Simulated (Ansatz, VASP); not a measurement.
**KAlAs3 in VASP and in Ansatz**

```
K Al As
1.0
     6.79242    0.00000    0.00000
    -3.39621    5.88241    0.00000
     0.00000    0.00000    5.80312
K Al As
2 2 6
Direct
  0.33333 0.66667 0.75000
  0.66667 0.33333 0.25000
  0.00000 0.00000 0.50000
  0.00000 0.00000 0.00000
  0.14600 0.29200 0.25000
  0.85400 0.14600 0.75000
  0.85400 0.70800 0.75000
  0.14600 0.85400 0.25000
  0.70800 0.85400 0.25000
  0.29200 0.14600 0.75000
```

Alike in both runs: task single point; functional PBE; k mesh 3 × 3 × 4; occupations gaussian, width 0.1 eV; no spin polarisation.

|  | VASP | Ansatz |
| --- | --- | --- |
| version | VASP 6.6.1 | Ansatz 0.2.0 |
| potentials or method | VASP PAW PBE potentials, release 64 (K_sv, Al, As), cutoff 520 eV | scalar-relativistic, plane waves, PAW |
| valence electrons in the cell | 54 | 114 |

Ansatz gave:

| Item | Value |
| --- | --- |
| gap on the k mesh at the Fermi level (eV) | none |
| pressure (GPa) | 18.9 |
| traceless stress, the component that is largest in VASP (GPa) | 6.08 |
| rms of the force components (eV/Å) | 2.089 |

What did VASP give for the same quantities?

gap on the k mesh at the Fermi level (eV): none; pressure (GPa): 19.2; traceless stress, the component that is largest in VASP (GPa): 6.14; rms of the force components (eV/Å): 2.119.

Atom by atom the forces differ by 0.029 eV/Å (rms over components). A gap of «none» marks a metal or a gap that the smearing closes. The functional is the same, so the differences come from potentials, cutoffs and numerics. VASP's potentials hold 54 valence electrons a cell and Ansatz's 114, so a difference there can come from the potentials and not from the codes.
